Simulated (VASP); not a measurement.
Crystal: SiC.

```xyz
2
Lattice="0.0000 2.1740 2.1740 2.1740 0.0000 2.1740 2.1740 2.1740 0.0000" Properties=species:S:1:pos:R:3 pbc="T T T"
Si    0.0000    0.0000    0.0000
C     3.2610    3.2610    3.2610
```

Base run:

| Item | Value |
| --- | --- |
| Program | VASP 6.6.1 |
| Functional | PBE |
| Potentials or basis | VASP PAW PBE potentials, release 64 (Si, C) |
| Cutoff | 520 eV |
| k mesh | 12 × 12 × 12 |
| Occupations | fermi-dirac, width 0.05 eV |
| Spin | no spin polarisation |

Its results: band gap on the k mesh 1.35 eV, indirect (least direct gap 4.55 eV); pressure 4.8 GPa.

The run is repeated on the same cell with these changes: k mesh from 12 × 12 × 12 to 5 × 5 × 5. What comes out?

Band gap on the k mesh 1.81 eV, indirect (least direct gap 4.80 eV); pressure 4.9 GPa.

Caveats: some runs use coarse meshes.

A k mesh can miss the band edges.
